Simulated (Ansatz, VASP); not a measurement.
BN: VASP beside Ansatz

```xyz
4
Lattice="2.6707 0.0000 0.0000 -1.3354 2.1550 0.0000 0.0000 0.0000 7.2098" Properties=species:S:1:pos:R:3 pbc="T T T"
B     0.0000    1.4943    1.8024
B     1.3354    0.6607    5.4073
N     0.0000    1.3640    5.4073
N     1.3354    0.7909    1.8024
```

Change from the starting cell: normal strain along x +0.0733, normal strain along z +0.1100.

Alike in both runs: functional LDA; k mesh 12 × 12 × 4; occupations gaussian, width 0.05 eV; no spin polarisation.

Ansatz relaxed the structure, and its values are those at the end. VASP's run is a single point on that final structure, the one shown.

|  | VASP | Ansatz |
| --- | --- | --- |
| version | VASP 6.6.1 | Ansatz 0.2.0 |
| potentials or method | VASP PAW LDA potentials, release 64 (B, N), cutoff 520 eV | scalar-relativistic, plane waves, PAW |
| valence electrons in the cell | 16 | 16 |

Ansatz gave:

```
gap on the k mesh at the Fermi level (eV) : 3.93
least direct gap on the mesh (eV)         : 4.26
pressure (GPa)                            : -20.9
rms of the force components (eV/Å)        : 0.000
```

Estimate VASP's values.

gap on the k mesh at the Fermi level (eV): 3.92; least direct gap on the mesh (eV): 4.25; pressure (GPa): -20.5; rms of the force components (eV/Å): 0.006.

Ansatz warns that its potentials were made for another functional, while VASP's fit it. LDA's correlation is that of Perdew and Zunger in VASP and of Perdew and Wang (1992) in Ansatz. Ansatz's warnings: stress scf threshold loose.
